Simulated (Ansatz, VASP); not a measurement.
## Bi3S: VASP beside Ansatz

```
Bi S
1.0
     3.83768    0.00000    0.00000
     0.00000    3.83768    0.00000
     0.00000    0.00000    7.77746
Bi S
3 1
Direct
  0.00000 0.00000 0.74742
  0.00000 0.00000 0.25258
  0.50000 0.50000 0.00000
  0.50000 0.50000 0.50000
```

Change from the starting cell: species swapped into the MnFe3 type (P4/mmm, No. 123).

Alike in both runs: task single point; functional PBE; k mesh 4 × 4 × 2; occupations gaussian, width 0.1 eV; no spin polarisation.

|  | VASP | Ansatz |
| --- | --- | --- |
| version | VASP 6.6.1 | Ansatz 0.2.0 |
| potentials or method | VASP PAW PBE potentials, release 64 (Bi_d, S), cutoff 520 eV | scalar-relativistic, plane waves, PAW |
| valence electrons in the cell | 51 | 51 |

```csv
,VASP,Ansatz,Ansatz less VASP
gap on the k mesh at the Fermi level (eV),none,none,-
pressure (GPa),-1.9,-1.8,+0.07
"traceless stress, the component that is largest in VASP (GPa)",-0.29,-0.30,-0.004
rms of the force components (eV/Å),0.349,0.348,-0.0006
```

Atom by atom the forces differ by 0.001 eV/Å (rms over components). A gap of «none» marks a metal or a gap that the smearing closes. With one functional, cell and mesh, what is left measures potentials, basis and numerics.

The k mesh is coarse, so the values compare programs but aren't converged. Neither program's run includes spin-orbit coupling.
